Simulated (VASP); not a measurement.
## Si: single point with PBE-based screened hybrid with 10 % exact exchange

Crystal: Si.

```
Si
1.0
    -0.14363   -0.23372    2.59551
     2.85399   -0.19872   -0.15261
    -0.34419    4.60798   -0.43013
Si
2
Direct
  0.96698 0.97853 0.01482
  0.03302 0.52147 0.48518
```

```
Program                            : VASP 6.6.1
Task                               : single point
Functional                         : PBE-based screened hybrid with 10 % exact exchange
Potentials or basis                : VASP PAW PBE potentials, release 64 (Si)
Cutoff                             : 520 eV
k mesh                             : 5 × 5 × 3
Occupations                        : fermi-dirac, width 0.05 eV
Spin                               : no spin polarisation
Dipole correction                  : no
Grid for exact exchange (PRECFOCK) : Normal
Share of exact exchange            : 0.1
Further INCAR settings             : ALGO = Normal; EDIFF = 1e-06; NBANDS = 11
Screening parameter                : 0.2 1/Å
```

| Quantity | Value |
| --- | --- |
| Pressure | -5.4 GPa |
| Largest force | 0.557 eV/Å |
| Band gap on the k mesh | zero (bands 4 and 5 overlap by 5.17 eV) |

Forces in eV/Å, atoms in the order of the input:
```
Si  -0.310 -0.462  0.027
Si   0.310  0.462 -0.027
```

Stress tensor (GPa, compression positive):
```
  2.29  -0.62   3.35
 -0.62  -4.08   6.51
  3.35   6.51 -14.45
```

Levels at points of the mesh, in eV from the Fermi level:
```csv
k point,band 1,band 2,band 3,band 4,band 5,band 6,band 7,band 8,band 9
"(0.00, 0.00, 0.00)",-13.87,-6.83,-6.10,3.65,5.85,6.93,7.61,7.80,9.81
```

It took 6.5 min on 1 thread of Intel Xeon 8259CL, on a shared host, peak memory 0.24 GiB.

Caveat: the k points lie up to 0.49 Å⁻¹ apart, too coarse for converged energies and pressures of a metal; the PAW data sets were made with another functional, which shifts forces and pressure a little.
